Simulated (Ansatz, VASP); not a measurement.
Hf in VASP and in Ansatz

```
Hf
1.0
     3.16869    0.00000    0.00000
    -1.58434    2.74416    0.00000
     0.00000    0.00000    5.03153
Hf
2
Cartesian
  0.0000 1.8294 1.2579
  1.5843 0.9147 3.7736
```

Alike in both runs: functional PBE; dispersion D3(BJ); k mesh 13 × 13 × 7; occupations fermi-dirac, width 0.15 eV; no spin polarisation.

Ansatz relaxed the structure, and its values are those at the end. VASP's run is a single point on that final structure, the one shown.

```csv
,VASP,Ansatz
version,VASP 6.6.1,Ansatz 0.2.0
potentials or method,"VASP PAW PBE potentials, release 64 (Hf_pv)","plane waves, PAW"
plane-wave cutoff (eV),500,420
valence electrons in the cell,20,52
```

```csv
,VASP,Ansatz,Ansatz less VASP
pressure (GPa),-0.4,0.0,+0.44
```

VASP's potentials hold 20 valence electrons a cell and Ansatz's 52, so a difference there can come from the potentials and not from the codes.

Spin-orbit coupling is off throughout.
